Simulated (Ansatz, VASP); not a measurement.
# One calculation of CdTe, two programs

File INCAR:

```
SYSTEM = CdTe
PREC = Accurate
ENCUT = 520
EDIFF = 1E-6
ISMEAR = 0
SIGMA = 0.05
LREAL = .FALSE.
LASPH = .TRUE.
NELM = 80
ALGO = Normal
ISIF = 2
LWAVE = .FALSE.
LCHARG = .TRUE.
LELF = .TRUE.
LVHAR = .TRUE.
NBANDS = 16
```

File KPOINTS:

```
regular mesh
0
G
  8 8 8
  0 0 0
```

File POSCAR:

```
CdTe
1.0
    0.0000000000      3.2887403072      3.0347331432
    3.0347331432      0.0000000000      3.0347331432
    3.0347331432      3.2887403072      0.0000000000
Cd Te
1 1
Direct
    0.0000000000      0.0000000000      0.0000000000
    0.7500000000      0.7500000000      0.7500000000
```

Input for Ansatz:

```yaml
crystal:
  lattice:
    - [0.0, 3.2887403072, 3.0347331432]
    - [3.0347331432, 0.0, 3.0347331432]
    - [3.0347331432, 3.2887403072, 0.0]
  atoms:
    - { symbol: Cd, position: [0.0, 0.0, 0.0] }
    - { symbol: Te, position: [0.75, 0.75, 0.75] }
basis:
  ecutwfc: 420
kpoints:
  mp_grid: { grid: [8, 8, 8] }
hamiltonian:
  xc: lda
  pseudopotentials: { kind: paw }
scf:
  occupations: { method: gaussian, width: 0.05 }
output:
  forces: true
  stress: true
  eigenvalues: true
```

Alike in both runs: task single point; functional LDA; k mesh 8 × 8 × 8; occupations gaussian, width 0.05 eV; no spin polarisation.

|  | VASP | Ansatz |
| --- | --- | --- |
| version | VASP 6.6.1 | Ansatz 0.2.0 |
| potentials or method | VASP PAW LDA potentials, release 64 (Cd, Te), cutoff 520 eV | scalar-relativistic, plane waves, PAW |
| valence electrons in the cell | 18 | 36 |

Ansatz gave:

| Property | Result |
| --- | --- |
| gap on the k mesh at the Fermi level (eV) | 0.73 |
| least direct gap on the mesh (eV) | 0.73 |
| pressure (GPa) | 4.5 |
| traceless stress, the component that is largest in VASP (GPa) | -0.97 |

Task: Estimate VASP's values.

Result: gap on the k mesh at the Fermi level (eV): 0.78; least direct gap on the mesh (eV): 0.78; pressure (GPa): 4.9; traceless stress, the component that is largest in VASP (GPa): -0.95.

LDA's correlation is that of Perdew and Zunger in VASP and of Perdew and Wang (1992) in Ansatz. VASP's potentials hold 18 valence electrons a cell and Ansatz's 36, so a difference there can come from the potentials and not from the codes.

Spin-orbit coupling is off throughout.
